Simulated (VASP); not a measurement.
## Ni: single point with PBE

Crystal: Ni.

```xyz
2
Lattice="0.0000 1.7651 1.7651 1.7651 0.0000 1.7651 3.5302 3.5302 0.0000" Properties=species:S:1:pos:R:3 pbc="T T T"
Ni    0.0000    0.0000    0.0000
Ni    1.7651    1.7651    0.0000
```

```json
{"Program": "VASP 6.6.1", "Task": "single point", "Functional": "PBE", "Potentials or basis": "VASP PAW PBE potentials, release 64 (Ni)", "Cutoff": "520 eV", "k mesh": "12 × 12 × 6", "Occupations": "fermi-dirac, width 0.1 eV", "Spin": "collinear spin, antiferromagnetic start", "Starting moments": "[2.0, -2.0] μB", "Dipole correction": "no", "Further INCAR settings": "ALGO = Normal; EDIFF = 1e-06; NBANDS = 21"}
```

| Quantity | Value |
| --- | --- |
| Pressure | -2.6 GPa |
| Band gap on the k mesh | zero (filled and empty bands overlap) |
| Net moment | 0.00 μB per cell |
| Valence electrons inside the program's atomic spheres | Ni 9.29 |

Levels at points of the mesh, in eV from the Fermi level:
Spin up:
| k point | band 7 | band 8 | band 9 | band 10 | band 11 | band 12 | band 13 | band 14 |
| --- | --- | --- | --- | --- | --- | --- | --- | --- |
| (0.00, 0.00, 0.00) | -1.84 | -0.77 | -0.77 | -0.14 | -0.04 | -0.04 | 5.97 | 22.21 |
| (0.50, 0.00, 0.00) | -0.06 | -0.04 | -0.04 | 0.14 | 0.14 | 2.59 | 5.97 | 9.41 |
| (0.00, 0.00, 0.50) | -1.64 | -1.64 | -0.67 | -0.67 | -0.67 | -0.67 | 14.55 | 14.55 |
| (0.50, 0.00, 0.50) | -1.03 | -1.03 | 0.01 | 0.01 | 2.56 | 2.56 | 8.65 | 8.65 |
Spin down:
| k point | band 8 | band 9 | band 10 | band 11 | band 12 | band 13 |
| --- | --- | --- | --- | --- | --- | --- |
| (0.00, 0.00, 0.00) | -0.77 | -0.77 | -0.14 | -0.04 | -0.04 | 5.97 |
| (0.50, 0.00, 0.00) | -0.04 | -0.04 | 0.14 | 0.14 | 2.59 | 5.97 |
| (0.00, 0.00, 0.50) | -1.64 | -0.67 | -0.67 | -0.67 | -0.67 | 14.55 |
| (0.50, 0.00, 0.50) | -1.03 | 0.01 | 0.01 | 2.56 | 2.56 | 8.65 |

Wall time 100 s on 1 thread of Intel Xeon 6975P-C, with other jobs on the host, peak memory 0.2 GiB.

Caveat: the starting moments collapsed, and a magnetic state may lie lower.
